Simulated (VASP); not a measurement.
A run of VASP 6.6.1 is set up as follows.

File INCAR:

```
PREC     = Accurate       # precision mode
ENCUT    = 520            # plane-wave cutoff, eV
EDIFF    = 1E-7           # SCF threshold, eV
ISMEAR   = 0              # smearing method
SIGMA    = 0.05           # smearing width, eV
LREAL    = F              # projectors in reciprocal space
LASPH    = T              # aspherical terms in the spheres
NELM     = 100            # most SCF steps
ALGO     = Normal         # electronic algorithm
ISIF     = 2              # what is computed and relaxed
LWAVE    = F              # write WAVECAR
LCHARG   = F              # write CHGCAR
GGA      = CA             # functional
NBANDS   = 28             # bands
```

KPOINTS

```
Automatic mesh
0
Gamma
  6 6 6
```

Contents of POSCAR:

```
KCaCl3
1.0
    4.9418711481      0.0000000000      0.0000000000
    0.0000000000      4.9418711481      0.0000000000
    0.0000000000      0.0000000000      6.4244324925
K Ca Cl
1 1 3
Direct
    0.0000000000      0.0000000000      0.0000000000
    0.5000000000      0.5000000000      0.5000000000
    0.0000000000      0.5000000000      0.5000000000
    0.5000000000      0.0000000000      0.5000000000
    0.5000000000      0.5000000000      0.0000000000
```

Potentials or basis: VASP PAW LDA potentials, release 64 (K_sv, Ca_sv, Cl).

Run with:

```bash
$ cat potpaw_LDA.64/K_sv/POTCAR potpaw_LDA.64/Ca_sv/POTCAR potpaw_LDA.64/Cl/POTCAR > POTCAR
$ mpirun -np 1 vasp_std > vasp.out
```

Q: What does it give for the pressure?

A: 0.6 GPa.

Q: Predict the band gap on the k mesh.

A: 3.84 eV (least direct gap 4.31 eV).

Stress tensor (GPa, compression positive):
```
 3.34  0.00  0.00
 0.00  3.34  0.00
 0.00  0.00 -4.87
```

 A k mesh can miss the band edges.
